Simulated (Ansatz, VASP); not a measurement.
**Ni in VASP and in Ansatz**

```
Ni
1.0
     2.42118    0.00000    0.00000
    -1.21059    2.09680    0.00000
     0.00000    0.00000   24.88443
Ni
6
Cartesian
  1.2106 0.6989 7.5000
  0.0000 1.3979 9.4769
  0.0000 0.0000 11.4538
  1.2106 0.6989 13.4307
  0.0000 1.3979 15.4075
  0.0000 0.0000 17.3844
```

Alike in both runs: task single point; functional LDA; k mesh 15 × 15 × 1; occupations gaussian, width 0.1 eV; collinear spin.

|  | VASP | Ansatz |
| --- | --- | --- |
| version | VASP 6.6.1 | Ansatz 0.2.0 |
| potentials or method | VASP PAW LDA potentials, release 64 (Ni), cutoff 520 eV | scalar-relativistic, plane waves, PAW |
| valence electrons in the cell | 60 | 108 |

VASP gave:

| Quantity | Value |
| --- | --- |
| gap on the k mesh at the Fermi level (eV) | none |
| rms of the force components (eV/Å) | 0.074 |
| net moment per atom (μB) | 0.61 |
| size of the moment on the site where the two differ most (μB) | 0.60 |

Question: Which values does Ansatz return?

Answer: gap on the k mesh at the Fermi level (eV): none; rms of the force components (eV/Å): 0.077; net moment per atom (μB): 0.64; size of the moment on the site where the two differ most (μB): 0.66.

LDA's correlation is that of Perdew and Zunger in VASP and of Perdew and Wang (1992) in Ansatz. Site moments also hang on the region over which each program counts them. Atom by atom the forces differ by 0.003 eV/Å (rms over components). A gap of «none» marks a metal or a gap that the smearing closes. VASP's potentials hold 60 valence electrons a cell and Ansatz's 108, so a difference there can come from the potentials and not from the codes. Ansatz's warnings: xc potential rough in thin density.
